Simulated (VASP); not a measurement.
A run of VASP 6.6.1 is set up as follows.

Contents of POSCAR:

```
I
1.0
   -1.6174560000      1.6174560000      4.2648080000
    1.6174560000     -1.6174560000      4.2648080000
    1.6174560000      1.6174560000     -4.2648080000
I
1
Direct
    0.0000000000      0.0000000000      0.0000000000
```

Contents of INCAR.step1:

```
SYSTEM = I
PREC = Accurate
ENCUT = 520
EDIFF = 1E-5
ISMEAR = -1
SIGMA = 0.05
LREAL = .FALSE.
LASPH = .TRUE.
NELM = 60
ALGO = Normal
ISIF = 2
LWAVE = .TRUE.
LCHARG = .FALSE.
NBANDS = 10
GGA = PE
```

Contents of INCAR.step2:

```
SYSTEM = I
PREC = Accurate
ENCUT = 520
EDIFF = 1E-7
ISMEAR = -1
SIGMA = 0.05
LREAL = .FALSE.
LASPH = .TRUE.
NELM = 60
ALGO = Normal
ISIF = 2
LWAVE = .FALSE.
LCHARG = .FALSE.
GGA = PE
LHFCALC = .TRUE.
AEXX = 0.25
HFSCREEN = 0.4
PRECFOCK = Normal
NBANDS = 10
ISTART = 1
```

File KPOINTS:

```
Automatic mesh
0
G
  6 6 6
  0 0 0
```

Potentials or basis: VASP PAW PBE potentials, release 64 (I).

Launch:

```bash
$ cat potpaw_PBE.64/I/POTCAR > POTCAR
$ cp INCAR.step1 INCAR
$ mpirun -np 1 vasp_std > vasp.out
$ cp INCAR.step2 INCAR
$ mpirun -np 1 vasp_std > vasp.out
```

(1) What does it give for the band gap on the k mesh?

(2) Estimate the pressure.

## Answers

(1) zero (an odd number of electrons rules out a gap without spin polarisation).

(2) -0.6 GPa.

Caveat: the PAW data sets were made with another functional, which shifts forces and pressure a little; spin-orbit coupling is left out, which moves the levels of the heavy elements; an odd number of electrons without spin polarisation forces a metal; a magnetic or distorted state may lie lower.
